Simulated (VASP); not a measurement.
# Os (P6_3/mmc) in VASP: further runs

Aim: see how the results for Os move with the level of theory and the settings. Levels: LDA, r2SCAN+D3(BJ), r2SCAN. Tasks: single point.

Program: VASP 6.6.1. These are calculated values, not measurements. Logs are shortened: lines on timing, memory, paths and dates and some standing lists are left out, and cuts for length are marked.

**1. The cell of the first run**

It takes space group P6_3/mmc (No. 194, hexagonal). The conventional cell has a = 2.734 Å, b = 2.734 Å, c = 4.320 Å, α = 90.00°, β = 90.00°, γ = 120.00°. Os (site symmetry -6m2) has 12 Os at 2.68 to 2.73 Å within 3.5 Å.

**2. Single point, LDA**

Input file INCAR:

```
SYSTEM = Os
  PREC = Accurate
  ENCUT = 520
  EDIFF = 1E-7
  ISMEAR = -1
  SIGMA = 0.05
  LREAL = .False.
  LASPH = .True.
  NELM = 80
  ALGO = Normal
  ISIF = 2
  LWAVE = .False.
  LCHARG = .False.
  NBANDS = 15
```

Input file KPOINTS:

```
regular mesh
0
Gamma
  11 11 6
  0 0 0
```

Input file POSCAR:

```
Os
1.0
    2.7341000000      0.0000000000      0.0000000000
   -1.3670500000      2.3678000565      0.0000000000
    0.0000000000      0.0000000000      4.3197000000
Os
2
Direct
    0.6666666667      0.3333333333      0.7500000000
    0.3333333333      0.6666666667      0.2500000000
```

Potentials or basis: VASP PAW LDA potentials, release 64 (Os).

Started as:

```console
$ cat potpaw_LDA.64/Os/POTCAR > POTCAR
$ mpirun -np 1 vasp_std > vasp.out
```

OUTCAR:

```text
SYSTEM = Os
   PREC = Accurate
   ENCUT = 520
   EDIFF = 1E-7
   ISMEAR = -1
   LREAL = .False.
   LASPH = .True.
   NELM = 80
   ISIF = 2

 ion  position               nearest neighbor table
   1  0.667  0.333  0.750-   2 2.68   2 2.68   2 2.68   2 2.68   2 2.68   2 2.68
   2  0.333  0.667  0.250-   1 2.68   1 2.68   1 2.68   1 2.68   1 2.68   1 2.68

  LATTYP: Found a hexagonal cell.
 ALAT       =     2.7341000000
 C/A-ratio  =     1.5799348963

  Lattice vectors:

 A1 = (   2.7341000000,   0.0000000000,   0.0000000000)
 A2 = (  -1.3670500000,   2.3678000565,   0.0000000000)
 A3 = (   0.0000000000,   0.0000000000,   4.3197000000)

Analysis of symmetry for initial positions (statically):
=====================================================================
 Subroutine PRICEL returns:
 Original cell was already a primitive cell.

 Routine SETGRP: Setting up the symmetry group for a
 hexagonal supercell.

 Subroutine GETGRP returns: Found 24 space group operations
 (whereof 12 operations were pure point group operations)
 out of a pool of 24 trial point group operations.

The static configuration has the point symmetry D_3d.
 The point group associated with its full space group is D_6h.

Analysis of symmetry for dynamics (positions and initial velocities):
=====================================================================
 Subroutine PRICEL returns:
 Original cell was already a primitive cell.

 Routine SETGRP: Setting up the symmetry group for a
 hexagonal supercell.

 Subroutine GETGRP returns: Found 24 space group operations
 (whereof 12 operations were pure point group operations)
 out of a pool of 24 trial point group operations.

The dynamic configuration has the point symmetry D_3d.
 The point group associated with its full space group is D_6h.

 Subroutine INISYM returns: Found 24 space group operations
 (whereof 12 operations are pure point group operations),
 and found     1 'primitive' translations

----------------------------------------------------------------------------------------

                                     Primitive cell

  volume of cell :      27.9649

  direct lattice vectors                    reciprocal lattice vectors
     2.734100000  0.000000000  0.000000000     0.365751070  0.211166479  0.000000000
    -1.367050000  2.367800057  0.000000000     0.000000000  0.422332957  0.000000000
     0.000000000  0.000000000  4.319700000     0.000000000  0.000000000  0.231497558

  length of vectors
     2.734100000  2.734100000  4.319700000     0.422332957  0.422332957  0.231497558

  position of ions in fractional coordinates (direct lattice)
     0.666666667  0.333333333  0.750000000
     0.333333333  0.666666667  0.250000000

  ion indices of the primitive-cell ions
   primitive index   ion index
                 1           1
                 2           2

----------------------------------------------------------------------------------------

 KPOINTS: regular mesh

Automatic generation of k-mesh.
 Grid dimensions read from file:
 generate k-points for:   11   11    6

 Generating k-lattice:

  Cartesian coordinates                     Fractional coordinates (reciprocal lattice)
     0.033250097  0.019196953  0.000000000     0.090909091 -0.000000000  0.000000000
     0.000000000  0.038393905  0.000000000     0.000000000  0.090909091  0.000000000
     0.000000000  0.000000000  0.038582926     0.000000000  0.000000000  0.166666667

  Length of vectors
     0.038393905  0.038393905  0.038582926

  Shift w.r.t. Gamma in fractional coordinates (k-lattice)
     0.000000000  0.000000000  0.000000000

 Subroutine IBZKPT returns following result:
 ===========================================

 Found     64 irreducible k-points:

 Following reciprocal coordinates:
            Coordinates               Weight
  0.000000  0.000000  0.000000      1.000000
  0.090909  0.000000  0.000000      6.000000
  0.181818  0.000000  0.000000      6.000000
  0.272727 -0.000000  0.000000      6.000000
  0.363636 -0.000000  0.000000      6.000000
  0.454545  0.000000  0.000000      6.000000
[... 16 lines left out ...]
  0.090909  0.090909  0.166667     12.000000
  0.181818  0.090909  0.166667     24.000000
 [... further k-points ...]
   k-points           NKPTS =     64   k-points in BZ     NKDIM =     64   number of bands    NBANDS=     15
   number of dos      NEDOS =    301   number of ions     NIONS =      2
   total plane-waves  NPLWV =  12800
   dimension x,y,z NGX =    20 NGY =   20 NGZ =   32
   dimension x,y,z NGXF=    40 NGYF=   40 NGZF=   64
   ions per type =               2
   NGX,Y,Z   is equivalent  to a cutoff of  12.16, 12.16, 12.32 a.u.
   NGXF,Y,Z  is equivalent  to a cutoff of  24.32, 24.32, 24.63 a.u.
 SYSTEM =  Os
   PREC   = accura    normal or accurate (medium, high low for compatibility)
   ISTART =      0    job   : 0-new  1-cont  2-samecut
   ICHARG =      2    charge: 1-file 2-atom 10-const
   ISPIN  =      1    spin polarized calculation?
   LNONCOLLINEAR =      F non collinear calculations
   LSORBIT =      F    spin-orbit coupling
   LASPH  =      T    aspherical Exc in radial PAW
   ENCUT  =  520.0 eV  38.22 Ry    6.18 a.u.   5.08  5.08  8.03*2*pi/ulx,y,z
   NELM   =     80;   NELMIN=  2; NELMDL= -5     # of ELM steps
   EDIFF  = 0.1E-06   stopping-criterion for ELM
   LREAL  =      F    real-space projection
   EDIFFG = 0.1E-05   stopping-criterion for IOM
   NSW    =      0    number of steps for IOM
   IBRION =     -1    ionic relax: 0-MD 1-quasi-New 2-CG
   NFREE  =      0    steps in history (QN), initial steepest desc. (CG)
   ISIF   =      2    stress and relaxation
   ISYM   =      2    0-nonsym 1-usesym 2-fastsym
   POTIM  = 0.5000    time-step for ionic-motion
   TEBEG  =    0.0;   TEEND  =   0.0 temperature during run
   PSTRESS=    0.0 pullay stress
   NELECT =      16.0000    total number of electrons
   NUPDOWN=      -1.0000    fix difference up-down
   EMIN   =  10.00;   EMAX   =-10.00  energy-range for DOS
   EFERMI =   0.00;   METHOD = LEGACY
   ISMEAR =    -1;   SIGMA  =   0.05  broadening in eV -4-tet -1-fermi 0-gaus
   EFERMI_NEDOS =   21; number of points for ismear=-14 and -15
   IALGO  =     38    algorithm
   IMIX   =      4    mixing-type and parameters
     AMIX     =   0.40;   BMIX     =  1.00
     AMIX_MAG =   1.60;   BMIX_MAG =  1.00
  volume/ion in A,a.u.               =      13.98        94.36
  Fermi-wavevector in a.u.,A,eV,Ry     =   1.359076  2.568282 25.131161  1.847088
  Thomas-Fermi vector in A             =   2.485855
   LORBIT       =      0    0 simple, 1 ext, 2 COOP (PROOUT), +10 PAW based schemes
   GGA     = CA    functional components
   LHFCALC =     F    Hartree Fock is set to
   AEXX    =    0.0000 exact exchange contribution
   IVDW    =     0    specifies the selected vdW correction
   LEPSILON=     F    determine dielectric tensor
   LRPA    =     F    only Hartree local field effects (RPA)
 non-spin polarized calculation
  energy-cutoff  :      520.00
  volume of cell :       27.96
 maximum number of plane-waves:       768
   NGX = 11   NGY = 11   NGZ = 17

 number of electron      15.9999999 magnetization

 Free energy of the ion-electron system (eV)
  ---------------------------------------------------
  ext. energy  EPLUGINS =         0.00000000
  ---------------------------------------------------
  free energy    TOTEN  =       -25.28574549 eV

  energy without entropy =      -25.27237085  energy(sigma->0) =      -25.27905817

 E-fermi :   9.3404     XC(G=0): -14.1823

 val. band max:        9.3189681992   @ k =   0.3636  -0.0000   0.3333
 cond. band min:       9.4031981488   @ k =   0.3636   0.0909   0.3333
 fundamental gap:      0.0842299496
 Fermi energy:         9.3403563360

 k-point     1 :       0.0000    0.0000    0.0000
  band No.  band energies     occupation
      1      -1.4747      2.00000
      2       1.6322      2.00000
      3       6.3311      2.00000
      4       6.3311      2.00000
      5       6.5744      2.00000
      6       7.1706      2.00000
      7       7.1706      2.00000
      8       7.8196      2.00000
      9       7.8196      2.00000
     10       9.5360      0.03920
     11      11.0720      0.00000
     12      11.0720      0.00000
     13      18.4737      0.00000
     14      23.5188      0.00000
     15      26.2145      0.00000

 k-point     2 :       0.0909    0.0000    0.0000
  band No.  band energies     occupation
      1      -1.1419      2.00000
      2       1.9237      2.00000
      3       5.7809      2.00000
      4       6.6250      2.00000
      5       6.9392      2.00000
      6       7.0915      2.00000
      7       7.3580      2.00000
      8       7.4450      2.00000
      9       7.5905      2.00000
     10       8.4158      2.00000
     11      11.2297      0.00000
     12      12.7462      0.00000
     13      18.4418      0.00000
     14      24.1921      0.00000
     15      26.6352      0.00000

 k-point     3 :       0.1818    0.0000    0.0000
  band No.  band energies     occupation
      1      -0.2230      2.00000
      2       2.6046      2.00000
      3       5.1459      2.00000
      4       5.9101      2.00000
      5       6.5282      2.00000
      6       7.0737      2.00000
      7       7.4752      2.00000
      8       7.7822      2.00000
      9       7.8295      2.00000
     10       8.2321      2.00000
     11      11.5503      0.00000
     12      15.1497      0.00000
     13      18.2592      0.00000
     14      25.2348      0.00000
     15      26.8558      0.00000

 k-point     4 :       0.2727   -0.0000    0.0000
  band No.  band energies     occupation
      1       0.9966      2.00000
      2       2.8998      2.00000
      3       4.5234      2.00000
      4       5.1214      2.00000
      5       6.3929      2.00000
      6       6.5240      2.00000
      7       7.3603      2.00000
      8       8.7705      1.99998
      9       8.9684      1.99882
     10       9.4122      0.38434
     11      11.8349      0.00000
     12      17.5743      0.00000
     13      17.9430      0.00000
     14      22.7504      0.00000
     15      25.2922      0.00000
[... 307 lines left out ...]
 k-point    22 :       0.4545    0.0000    0.1667
  band No.  band energies     occupation
      1       1.8761      2.00000
      2       2.3666      2.00000
      3       3.8241      2.00000
      4       4.9351      2.00000
      5       6.1362      2.00000
      6       7.3600      2.00000
      7       8.4854      2.00000
      8      11.0858      0.00000
      9      11.4636      0.00000
     10      11.9422      0.00000
     11      12.6093      0.00000
     12      15.5352      0.00000
     13      18.2472      0.00000
     14      20.5140      0.00000
     15      22.3841      0.00000

 k-point    23 :       0.0909    0.0909    0.1667
  band No.  band energies     occupation
      1      -0.2029      2.00000
      2       2.5227      2.00000
      3       5.2853      2.00000
      4       5.6927      2.00000
      5       6.4373      2.00000
      6       6.7931      2.00000
      7       7.2814      2.00000
      8       7.6096      2.00000
      9       8.3305      2.00000
     10       8.3819      2.00000
     11      11.3499      0.00000
     12      13.4325      0.00000
     13      19.9734      0.00000
     14      24.7570      0.00000
     15      26.8494      0.00000

 k-point    24 :       0.1818    0.0909    0.1667
  band No.  band energies     occupation
      1       0.8308      2.00000
      2       3.2348      2.00000
      3       4.6451      2.00000
      4       4.8556      2.00000
      5       6.0894      2.00000
      6       6.7079      2.00000
      7       7.2959      2.00000
      8       8.2281      2.00000
      9       8.8435      1.99990
     10       9.2150      1.84938
     11      11.5099      0.00000
     12      14.9655      0.00000
     13      19.9690      0.00000
     14      24.5708      0.00000
     15      25.6593      0.00000

 [... further k-points ...]
[... 5 lines left out ...]
  --------------------------------------------------------------------------------------
  -------------------------------------------------------------------------------------
  Total       -1.3360569     -1.3360569     -1.4424244      0.0000000      0.0000000      0.0000000
  in kB      -76.5460029    -76.5460029    -82.6400611      0.0000000      0.0000000      0.0000000
  external PRESSURE =     -78.5773556 kB  Pullay stress =       0.0000000 kB

 VOLUME and BASIS-vectors are now :
 -----------------------------------------------------------------------------
  energy-cutoff  :      520.00
  volume of cell :       27.96
      direct lattice vectors                 reciprocal lattice vectors
     2.734100000  0.000000000  0.000000000     0.365751070  0.211166479  0.000000000
    -1.367050000  2.367800057  0.000000000     0.000000000  0.422332957  0.000000000
     0.000000000  0.000000000  4.319700000     0.000000000  0.000000000  0.231497558

 POSITION                                       TOTAL-FORCE (eV/Angst)
 -----------------------------------------------------------------------------------
      1.36705      0.78927      3.23977         0.000000     -0.000000      0.000000
     -0.00000      1.57853      1.07993        -0.000000      0.000000      0.000000
 -----------------------------------------------------------------------------------
    total drift:                               -0.000000      0.000000     -0.000000

  FREE ENERGIE OF THE ION-ELECTRON SYSTEM (eV)
  ---------------------------------------------------
  free  energy   TOTEN  =       -25.2857454929 eV

  energy  without entropy=      -25.2723708479  energy(sigma->0) =      -25.27905817
```

Wall time 9.1 s (1 thread of Intel Xeon 6975P-C (Granite Rapids), shared host); peak memory 0.14 GiB.

What came out:

```yaml
Free_energy: -25.2857 eV
Pressure: -7.9 GPa
Band_gap_on_the_k_mesh: zero (band 8 reaches 11.47 eV, above the bottom of band 9 at 7.59 eV)
```

Levels at points of the mesh, in eV from the Fermi level:
```
           k point  band 6  band 7  band 8  band 9  band 10  band 11
(0.00, 0.00, 0.00)   -2.17   -2.17   -1.52   -1.52     0.20     1.73
(0.00, 0.00, 0.50)   -3.20   -3.20   -3.20    0.94     0.94     0.94
```

Caveat: spin-orbit coupling is left out, which moves the levels of the heavy elements.

**3. Single point, r2SCAN+D3(BJ)**

POSCAR is that of step 2.

Input file INCAR.step1:

```
ALGO = Normal ; EDIFF = 1E-4
ENCUT = 520 ; GGA = PE
ISMEAR = -1 ; LASPH = True
LCHARG = False ; LREAL = False
LWAVE = True ; NBANDS = 15
NELM = 60 ; PREC = Accurate
SIGMA = 0.05
```

Input file INCAR.step2:

```
ALGO = Normal ; EDIFF = 1E-7
ENCUT = 520 ; ISIF = 2
ISMEAR = -1 ; ISTART = 1
IVDW = 12 ; LASPH = True
LCHARG = False ; LMIXTAU = True
LREAL = False ; LWAVE = False
METAGGA = R2SCAN ; NBANDS = 15
NELM = 60 ; PREC = Accurate
SIGMA = 0.05 ; VDW_A1 = 0.49484001
VDW_A2 = 5.73083694 ; VDW_S6 = 1.0
VDW_S8 = 0.78981345
```

Input file KPOINTS:

```
k-points
0
Gamma
  11 11 6
```

Potentials or basis: VASP PAW PBE potentials, release 64 (Os).

Started as:

```console
$ cat potpaw_PBE.64/Os/POTCAR > POTCAR
$ cp INCAR.step1 INCAR
$ mpirun -np 1 vasp_std > vasp.out
$ cp INCAR.step2 INCAR
$ mpirun -np 1 vasp_std > vasp.out
```

Wall time 2.7 min (1 thread of AMD EPYC 7R13, shared host); peak memory 0.14 GiB.

Results (log left out):

| Quantity | Value |
| --- | --- |
| Free energy | -106.6101 eV |
| Pressure | -1.4 GPa |
| Band gap on the k mesh | zero (band 8 reaches 11.44 eV, above the bottom of band 9 at 7.39 eV) |
| Dispersion energy per atom | -0.307 eV |

Stress tensor (GPa, compression positive):
```
-1.24  0.00  0.00
 0.00 -1.24  0.00
 0.00  0.00 -1.83
```

Levels at points of the mesh, in eV from the Fermi level:
```csv
k point,band 5,band 6,band 7,band 8,band 9,band 10,band 11,band 12
"(0.00, 0.00, 0.00)",-2.86,-2.25,-2.25,-1.59,-1.59,0.06,1.80,1.80
"(0.00, 0.00, 0.50)",-3.33,-3.33,-3.33,-3.33,0.97,0.97,0.97,0.97
```

Caveat: the PAW data sets were made with another functional, which shifts forces and pressure a little; spin-orbit coupling is left out, which moves the levels of the heavy elements; pairwise dispersion overbinds metals, which lowers pressure and volume.

**4. Single point, r2SCAN**

POSCAR is that of step 3.

Input file INCAR.step1:

```
PREC = Accurate ; ENCUT = 520
ISMEAR = -1 ; SIGMA = 0.05
LREAL = False ; LASPH = True
NELM = 60 ; NBANDS = 15
GGA = PE ; ALGO = Normal
EDIFF = 1E-4 ; LWAVE = True
LCHARG = False
```

Input file INCAR.step2:

```
PREC = Accurate ; ENCUT = 520
EDIFF = 1E-7 ; ISMEAR = -1
SIGMA = 0.05 ; LREAL = False
LASPH = True ; NELM = 60
ALGO = Normal ; ISIF = 2
LWAVE = False ; LCHARG = False
METAGGA = R2SCAN ; LMIXTAU = True
NBANDS = 15 ; ISTART = 1
```

Input file KPOINTS:

```
regular mesh
0
Gamma
  11 11 6
```

Started as:

```console
$ cat potpaw_PBE.64/Os/POTCAR > POTCAR
$ cp INCAR.step1 INCAR
$ mpirun -np 1 vasp_std > vasp.out
$ cp INCAR.step2 INCAR
$ mpirun -np 1 vasp_std > vasp.out
```

It took 2.4 min on 1 thread of AMD EPYC 7R13, shared host; peak memory 0.13 GiB.

It converged, with:

| Property | Result |
| --- | --- |
| Free energy | -105.9962 eV |
| Pressure | 2.1 GPa |
| Band gap on the k mesh | zero (band 8 reaches 11.44 eV, above the bottom of band 9 at 7.39 eV) |

Stress tensor (GPa, compression positive):
```
2.30 0.00 0.00
0.00 2.30 0.00
0.00 0.00 1.71
```

Levels at points of the mesh, in eV from the Fermi level:
```
           k point  band 4  band 5  band 6  band 7  band 8  band 9  band 10  band 11  band 12  band 13
(0.00, 0.00, 0.00)   -3.12   -2.86   -2.25   -2.25   -1.59   -1.59     0.06     1.80     1.80     9.62
(0.00, 0.00, 0.50)   -3.68   -3.33   -3.33   -3.33   -3.33    0.97     0.97     0.97     0.97    14.50
```

Caveat: the PAW data sets were made with another functional, which shifts forces and pressure a little; spin-orbit coupling is left out, which moves the levels of the heavy elements.

**5. Summary**

```csv
level,potentials or basis,gap on the mesh (eV),pressure (GPa)
LDA,"VASP PAW LDA potentials, release 64 (Os)",none,-7.9
r2SCAN+D3(BJ),"VASP PAW PBE potentials, release 64 (Os)",none,-1.4
r2SCAN,"VASP PAW PBE potentials, release 64 (Os)",none,2.1
```

Alike in all rows: task single point; no spin polarisation; cell as given; k mesh 11 × 11 × 6; cutoff (eV) 520; smearing fermi-dirac 0.05 eV.

Caveats: spin-orbit coupling is left out, which moves the levels of the heavy elements; the PAW data sets were made with another functional, which shifts forces and pressure a little (some runs); pairwise dispersion overbinds metals, which lowers pressure and volume (some runs).

Total energies depend on the potentials used, so only differences within one code and one set of settings carry meaning.
